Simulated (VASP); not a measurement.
# TiC (Fm-3m) in VASP: settings compared

The runs below take TiC through single point, with LDA, RPBE, PBEsol.

Everything below comes from runs of VASP 6.6.1. Logs are shortened: lines on timing, memory, paths and dates and some standing lists are left out, and cuts for length are marked.

### 1 The cell of the first run

The structure is cubic, space group Fm-3m (No. 225). The conventional cell has a = 4.331 Å, b = 4.331 Å, c = 4.331 Å, α = 90.00°, β = 90.00°, γ = 90.00°. Ti (site symmetry m-3m) has 6 C at 2.17 Å within 2.9 Å. C (site symmetry m-3m) has 6 Ti at 2.17 Å within 2.9 Å.

### 2 Single point, LDA

Contents of INCAR:

```
SYSTEM = TiC
ALGO = Normal ; EDIFF = 1E-7
ENCUT = 520 ; ISIF = 2
ISMEAR = -1 ; LASPH = .True.
LCHARG = .False. ; LREAL = .False.
LWAVE = .False. ; NBANDS = 15
NELM = 100 ; PREC = Accurate
SIGMA = 0.05
```

Contents of KPOINTS:

```
k-points
0
Gamma
  11 11 11
  0 0 0
```

Contents of POSCAR:

```
TiC
1.0
    0.0000000000      2.1657188437      2.1657188437
    2.1657188437      0.0000000000      2.1657188437
    2.1657188437      2.1657188437      0.0000000000
Ti C
1 1
Direct
    0.0000000000      0.0000000000      0.0000000000
    0.5000000000      0.5000000000      0.5000000000
```

Potentials or basis: VASP PAW LDA potentials, release 64 (Ti_sv, C).

The run is started by

```sh
$ cat potpaw_LDA.64/Ti_sv/POTCAR potpaw_LDA.64/C/POTCAR > POTCAR
$ mpirun -np 1 vasp_std > vasp.out
```

OUTCAR:

```text
SYSTEM = TiC
   EDIFF = 1E-7
   ENCUT = 520
   ISIF = 2
   ISMEAR = -1
   LASPH = .True.
   LREAL = .False.
   NELM = 100
   PREC = Accurate

 ion  position               nearest neighbor table
   1  0.000  0.000  0.000-   2 2.17   2 2.17   2 2.17   2 2.17   2 2.17   2 2.17
   2  0.500  0.500  0.500-   1 2.17   1 2.17   1 2.17   1 2.17   1 2.17   1 2.17

  LATTYP: Found a face centered cubic cell.
 ALAT       =     4.3314376874

  Lattice vectors:

 A1 = (   0.0000000000,   2.1657188437,   2.1657188437)
 A2 = (   2.1657188437,   0.0000000000,   2.1657188437)
 A3 = (   2.1657188437,   2.1657188437,   0.0000000000)

Analysis of symmetry for initial positions (statically):
=====================================================================
 Subroutine PRICEL returns:
 Original cell was already a primitive cell.

 Routine SETGRP: Setting up the symmetry group for a
 face centered cubic supercell.

 Subroutine GETGRP returns: Found 48 space group operations
 (whereof 48 operations were pure point group operations)
 out of a pool of 48 trial point group operations.

The static configuration has the point symmetry O_h .

Analysis of symmetry for dynamics (positions and initial velocities):
=====================================================================
 Subroutine PRICEL returns:
 Original cell was already a primitive cell.

 Routine SETGRP: Setting up the symmetry group for a
 face centered cubic supercell.

 Subroutine GETGRP returns: Found 48 space group operations
 (whereof 48 operations were pure point group operations)
 out of a pool of 48 trial point group operations.

The dynamic configuration has the point symmetry O_h .

 Subroutine INISYM returns: Found 48 space group operations
 (whereof 48 operations are pure point group operations),
 and found     1 'primitive' translations

----------------------------------------------------------------------------------------

                                     Primitive cell

  volume of cell :      20.3159

  direct lattice vectors                    reciprocal lattice vectors
     0.000000000  2.165718844  2.165718844    -0.230870227  0.230870227  0.230870227
     2.165718844  0.000000000  2.165718844     0.230870227 -0.230870227  0.230870227
     2.165718844  2.165718844  0.000000000     0.230870227  0.230870227 -0.230870227

  length of vectors
     3.062788961  3.062788961  3.062788961     0.399878962  0.399878962  0.399878962

  position of ions in fractional coordinates (direct lattice)
     0.000000000  0.000000000  0.000000000
     0.500000000  0.500000000  0.500000000

  ion indices of the primitive-cell ions
   primitive index   ion index
                 1           1
                 2           2

----------------------------------------------------------------------------------------

 KPOINTS: k-points

Automatic generation of k-mesh.
 Grid dimensions read from file:
 generate k-points for:   11   11   11

 Generating k-lattice:

  Cartesian coordinates                     Fractional coordinates (reciprocal lattice)
    -0.020988202  0.020988202  0.020988202     0.090909091  0.000000000  0.000000000
     0.020988202 -0.020988202  0.020988202     0.000000000  0.090909091  0.000000000
     0.020988202  0.020988202 -0.020988202     0.000000000  0.000000000  0.090909091

  Length of vectors
     0.036352633  0.036352633  0.036352633

  Shift w.r.t. Gamma in fractional coordinates (k-lattice)
     0.000000000  0.000000000  0.000000000

 Subroutine IBZKPT returns following result:
 ===========================================

 Found     56 irreducible k-points:

 Following reciprocal coordinates:
            Coordinates               Weight
  0.000000  0.000000  0.000000      1.000000
  0.090909  0.000000  0.000000      8.000000
  0.181818  0.000000  0.000000      8.000000
  0.272727  0.000000  0.000000      8.000000
  0.363636  0.000000  0.000000      8.000000
  0.454545  0.000000  0.000000      8.000000
[... 16 lines left out ...]
 -0.272727  0.181818  0.000000     24.000000
 -0.181818  0.181818  0.000000     12.000000
 [... further k-points ...]
   k-points           NKPTS =     56   k-points in BZ     NKDIM =     56   number of bands    NBANDS=     15
   number of dos      NEDOS =    301   number of ions     NIONS =      2
   total plane-waves  NPLWV =  13824
   dimension x,y,z NGX =    24 NGY =   24 NGZ =   24
   dimension x,y,z NGXF=    48 NGYF=   48 NGZF=   48
   ions per type =               1   1
   NGX,Y,Z   is equivalent  to a cutoff of  13.03, 13.03, 13.03 a.u.
   NGXF,Y,Z  is equivalent  to a cutoff of  26.05, 26.05, 26.05 a.u.
 SYSTEM =  TiC
   PREC   = accura    normal or accurate (medium, high low for compatibility)
   ISTART =      0    job   : 0-new  1-cont  2-samecut
   ICHARG =      2    charge: 1-file 2-atom 10-const
   ISPIN  =      1    spin polarized calculation?
   LNONCOLLINEAR =      F non collinear calculations
   LSORBIT =      F    spin-orbit coupling
   LASPH  =      T    aspherical Exc in radial PAW
   ENCUT  =  520.0 eV  38.22 Ry    6.18 a.u.   5.69  5.69  5.69*2*pi/ulx,y,z
   NELM   =    100;   NELMIN=  2; NELMDL= -5     # of ELM steps
   EDIFF  = 0.1E-06   stopping-criterion for ELM
   LREAL  =      F    real-space projection
   EDIFFG = 0.1E-05   stopping-criterion for IOM
   NSW    =      0    number of steps for IOM
   IBRION =     -1    ionic relax: 0-MD 1-quasi-New 2-CG
   NFREE  =      0    steps in history (QN), initial steepest desc. (CG)
   ISIF   =      2    stress and relaxation
   ISYM   =      2    0-nonsym 1-usesym 2-fastsym
   POTIM  = 0.5000    time-step for ionic-motion
   TEBEG  =    0.0;   TEEND  =   0.0 temperature during run
   PSTRESS=    0.0 pullay stress
   NELECT =      16.0000    total number of electrons
   NUPDOWN=      -1.0000    fix difference up-down
   EMIN   =  10.00;   EMAX   =-10.00  energy-range for DOS
   EFERMI =   0.00;   METHOD = LEGACY
   ISMEAR =    -1;   SIGMA  =   0.05  broadening in eV -4-tet -1-fermi 0-gaus
   EFERMI_NEDOS =   21; number of points for ismear=-14 and -15
   IALGO  =     38    algorithm
   IMIX   =      4    mixing-type and parameters
     AMIX     =   0.40;   BMIX     =  1.00
     AMIX_MAG =   1.60;   BMIX_MAG =  1.00
  volume/ion in A,a.u.               =      10.16        68.55
  Fermi-wavevector in a.u.,A,eV,Ry     =   1.511829  2.856943 31.097854  2.285628
  Thomas-Fermi vector in A             =   2.621834
   LORBIT       =      0    0 simple, 1 ext, 2 COOP (PROOUT), +10 PAW based schemes
   GGA     = CA    functional components
   LHFCALC =     F    Hartree Fock is set to
   AEXX    =    0.0000 exact exchange contribution
   IVDW    =     0    specifies the selected vdW correction
   LEPSILON=     F    determine dielectric tensor
   LRPA    =     F    only Hartree local field effects (RPA)
 non-spin polarized calculation
  energy-cutoff  :      520.00
  volume of cell :       20.32
 maximum number of plane-waves:       560
   NGX = 11   NGY = 11   NGZ = 11

 number of electron      16.0000000 magnetization

 Free energy of the ion-electron system (eV)
  ---------------------------------------------------
  ext. energy  EPLUGINS =         0.00000000
  ---------------------------------------------------
  free energy    TOTEN  =       -20.50464757 eV

  energy without entropy =      -20.50210731  energy(sigma->0) =      -20.50337744

 E-fermi :   9.2811     XC(G=0): -12.9768

 val. band max:        9.1858178296   @ k =   0.4545   0.4545   0.0000
 cond. band min:       9.3651657726   @ k =   0.3636   0.2727   0.0000
 fundamental gap:      0.1793479430
 Fermi energy:         9.2810510996

 k-point     1 :       0.0000    0.0000    0.0000
  band No.  band energies     occupation
      1     -46.6485      2.00000
      2     -23.0549      2.00000
      3     -23.0549      2.00000
      4     -23.0549      2.00000
      5      -2.9777      2.00000
      6       9.8601      0.00002
      7       9.8601      0.00002
      8       9.8601      0.00002
      9      10.9211      0.00000
     10      10.9211      0.00000
     11      10.9211      0.00000
     12      10.9418      0.00000
     13      10.9418      0.00000
     14      19.8350      0.00000
     15      23.2819      0.00000

 k-point     2 :       0.0909    0.0000    0.0000
  band No.  band energies     occupation
      1     -46.6423      2.00000
      2     -23.0973      2.00000
      3     -23.0589      2.00000
      4     -23.0589      2.00000
      5      -2.7901      2.00000
      6       9.0785      1.96581
      7       9.3712      0.28302
      8       9.3712      0.28302
      9      10.2069      0.00000
     10      10.2069      0.00000
     11      11.2956      0.00000
     12      12.4158      0.00000
     13      12.4158      0.00000
     14      20.1401      0.00000
     15      23.3461      0.00000

 k-point     3 :       0.1818    0.0000    0.0000
  band No.  band energies     occupation
      1     -46.6259      2.00000
      2     -23.2097      2.00000
      3     -23.0696      2.00000
      4     -23.0696      2.00000
      5      -2.2520      2.00000
      6       7.6691      2.00000
      7       8.2484      2.00000
      8       8.2484      2.00000
      9      10.5412      0.00000
     10      10.5412      0.00000
     11      11.7266      0.00000
     12      13.9641      0.00000
     13      13.9641      0.00000
     14      20.6308      0.00000
     15      23.3279      0.00000

 k-point     4 :       0.2727    0.0000    0.0000
  band No.  band energies     occupation
      1     -46.6042      2.00000
      2     -23.3539      2.00000
      3     -23.0835      2.00000
      4     -23.0835      2.00000
      5      -1.4337      2.00000
      6       6.1320      2.00000
      7       7.3312      2.00000
      8       7.3312      2.00000
      9      11.0911      0.00000
     10      11.0911      0.00000
     11      12.1612      0.00000
     12      15.4162      0.00000
     13      15.4162      0.00000
     14      20.1073      0.00000
     15      23.8486      0.00000
[... 307 lines left out ...]
 k-point    22 :      -0.3636    0.1818    0.0000
  band No.  band energies     occupation
      1     -46.5651      2.00000
      2     -23.4894      2.00000
      3     -23.2179      2.00000
      4     -23.1166      2.00000
      5       0.1444      2.00000
      6       4.2969      2.00000
      7       6.3898      2.00000
      8       6.5829      2.00000
      9      11.7277      0.00000
     10      12.0951      0.00000
     11      13.0127      0.00000
     12      15.3066      0.00000
     13      17.0690      0.00000
     14      19.6303      0.00000
     15      23.2641      0.00000

 k-point    23 :      -0.2727    0.1818    0.0000
  band No.  band energies     occupation
      1     -46.5785      2.00000
      2     -23.4210      2.00000
      3     -23.2066      2.00000
      4     -23.0943      2.00000
      5      -0.4901      2.00000
      6       5.0324      2.00000
      7       6.7055      2.00000
      8       6.7493      2.00000
      9      11.1867      0.00000
     10      12.1654      0.00000
     11      12.9742      0.00000
     12      14.3726      0.00000
     13      17.1519      0.00000
     14      20.3273      0.00000
     15      22.8592      0.00000

 k-point    24 :      -0.1818    0.1818    0.0000
  band No.  band energies     occupation
      1     -46.5969      2.00000
      2     -23.3370      2.00000
      3     -23.1662      2.00000
      4     -23.0755      2.00000
      5      -1.2421      2.00000
      6       6.0104      2.00000
      7       7.0710      2.00000
      8       7.2851      2.00000
      9      10.7164      0.00000
     10      11.8532      0.00000
     11      12.7791      0.00000
     12      13.6075      0.00000
     13      16.4890      0.00000
     14      21.0454      0.00000
     15      22.7541      0.00000

 [... further k-points ...]

------------------------ aborting loop because EDIFF is reached ----------------------------------------

  FORCE on cell =-STRESS in cart. coord.  units (eV):
  Direction    XX          YY          ZZ          XY          YZ          ZX
  --------------------------------------------------------------------------------------
  -------------------------------------------------------------------------------------
  Total       -1.5058435     -1.5058435     -1.5058435      0.0000000     -0.0000000      0.0000000
  in kB     -118.7556272   -118.7556272   -118.7556272      0.0000000     -0.0000000      0.0000000
  external PRESSURE =    -118.7556272 kB  Pullay stress =       0.0000000 kB

 VOLUME and BASIS-vectors are now :
 -----------------------------------------------------------------------------
  energy-cutoff  :      520.00
  volume of cell :       20.32
      direct lattice vectors                 reciprocal lattice vectors
     0.000000000  2.165718844  2.165718844    -0.230870227  0.230870227  0.230870227
     2.165718844  0.000000000  2.165718844     0.230870227 -0.230870227  0.230870227
     2.165718844  2.165718844  0.000000000     0.230870227  0.230870227 -0.230870227

 POSITION                                       TOTAL-FORCE (eV/Angst)
 -----------------------------------------------------------------------------------
      0.00000      0.00000      0.00000         0.000000     -0.000000      0.000000
      2.16572      2.16572      2.16572        -0.000000      0.000000     -0.000000
 -----------------------------------------------------------------------------------
    total drift:                                0.000000     -0.000000     -0.000000

  FREE ENERGIE OF THE ION-ELECTRON SYSTEM (eV)
  ---------------------------------------------------
  free  energy   TOTEN  =       -20.5046475695 eV

  energy  without entropy=      -20.5021073065  energy(sigma->0) =      -20.50337744
```

Run time: 29 s. Hardware: 1 thread of AMD EPYC 7R13, shared host; peak memory 0.11 GiB.

Results:

| Item | Value |
| --- | --- |
| Free energy | -20.5046 eV |
| Pressure | -11.9 GPa |
| Band gap on the k mesh | zero (bands 8 and 9 overlap by 1.04 eV) |

Caveat: the cell stands under tension.

### 3 Single point, RPBE

This run uses another cell than the first one, of 10.36 Å³/atom.

Contents of INCAR:

```
SYSTEM = TiC
  PREC = Accurate
  ENCUT = 520
  EDIFF = 1E-7
  ISMEAR = -1
  SIGMA = 0.05
  LREAL = .False.
  LASPH = .True.
  NELM = 60
  ALGO = Normal
  ISIF = 2
  LWAVE = .False.
  LCHARG = .True.
  GGA = RP
  LELF = .True.
  LVHAR = .True.
  NBANDS = 15
```

Contents of KPOINTS:

```
Automatic mesh
0
Gamma
  11 11 11
  0 0 0
```

Contents of POSCAR:

```
TiC
1.0
    0.0000000000      2.1797931816      2.1797931816
    2.1797931816      0.0000000000      2.1797931816
    2.1797931816      2.1797931816      0.0000000000
Ti C
1 1
Direct
    0.0000000000      0.0000000000      0.0000000000
    0.5000000000      0.5000000000      0.5000000000
```

Potentials or basis: VASP PAW PBE potentials, release 64 (Ti_sv, C).

The run is started by

```sh
$ cat potpaw_PBE.64/Ti_sv/POTCAR potpaw_PBE.64/C/POTCAR > POTCAR
$ mpirun -np 1 vasp_std > vasp.out
```

Wall time 41 s (1 thread of AMD EPYC 7R13, shared host); peak memory 0.12 GiB.

The run converged. Its results:

* Free energy: -17.8060 eV
* Pressure: 0.2 GPa
* Band gap on the k mesh: zero (bands 8 and 9 overlap by 1.11 eV)

Levels at points of the mesh, in eV from the Fermi level:
```tsv
k point	band 4	band 5	band 6	band 7	band 8	band 9	band 10	band 11	band 12	band 13
(0.00, 0.00, 0.00)	-32.82	-12.44	0.64	0.64	0.64	1.59	1.59	1.59	1.60	1.60
```

Caveat: the PAW data sets were made with another functional, which shifts forces and pressure a little.

### 4 Single point, PBEsol (10.56 Å³/atom)

This run uses another cell than the first one, of 10.56 Å³/atom.

Contents of INCAR:

```
SYSTEM = TiC
PREC = Accurate
ENCUT = 520
EDIFF = 1E-7
ISMEAR = -1
SIGMA = 0.05
LREAL = .False.
LASPH = .True.
NELM = 60
ALGO = Normal
ISIF = 2
LWAVE = .False.
LCHARG = .True.
GGA = PS
LELF = .True.
LVHAR = .True.
NBANDS = 15
```

Contents of KPOINTS:

```
regular mesh
0
Gamma
  11 11 11
  0 0 0
```

Contents of POSCAR:

```
TiC
1.0
    0.0000000000      2.1942184125      2.1942184125
    2.1942184125      0.0000000000      2.1942184125
    2.1942184125      2.1942184125      0.0000000000
Ti C
1 1
Direct
    0.0000000000      0.0000000000      0.0000000000
    0.5000000000      0.5000000000      0.5000000000
```

The run is started by

```sh
$ cat potpaw_PBE.64/Ti_sv/POTCAR potpaw_PBE.64/C/POTCAR > POTCAR
$ mpirun -np 1 vasp_std > vasp.out
```

Wall time 44 s (1 thread of AMD EPYC 7R13, shared host); peak memory 0.12 GiB.

It converged, with:

| Item | Value |
| --- | --- |
| Free energy | -19.7380 eV |
| Pressure | -15.1 GPa |
| Band gap on the k mesh | zero (bands 8 and 9 overlap by 1.05 eV) |

Levels at points of the mesh, in eV from the Fermi level:
| k point | band 5 | band 6 | band 7 | band 8 | band 9 | band 10 | band 11 | band 12 |
| --- | --- | --- | --- | --- | --- | --- | --- | --- |
| (0.00, 0.00, 0.00) | -12.23 | 0.60 | 0.60 | 0.60 | 1.59 | 1.59 | 1.60 | 1.60 |

Caveat: the cell stands under tension; the PAW data sets were made with another functional, which shifts forces and pressure a little.

### 5 The runs side by side

| level | potentials or basis | cell | gap on the mesh (eV) | pressure (GPa) |
| --- | --- | --- | --- | --- |
| LDA | VASP PAW LDA potentials, release 64 (Ti_sv, C) | a = 3.063 Å, angles 60.0°, 2 atoms | none | -11.9 |
| RPBE | VASP PAW PBE potentials, release 64 (Ti_sv, C) | a = 3.083 Å, angles 60.0°, 2 atoms | none | 0.2 |
| PBEsol | VASP PAW PBE potentials, release 64 (Ti_sv, C) | a = 3.103 Å, angles 60.0°, 2 atoms | none | -15.1 |

Alike in all rows: task single point; no spin polarisation; k mesh 11 × 11 × 11; cutoff (eV) 520; smearing fermi-dirac 0.05 eV.

Caveats: the cell stands under tension (at least some runs); the PAW data sets were made with another functional, which shifts forces and pressure a little (at least some runs).

Total energies depend on the potentials used, so only differences within one code and one set of settings carry meaning.
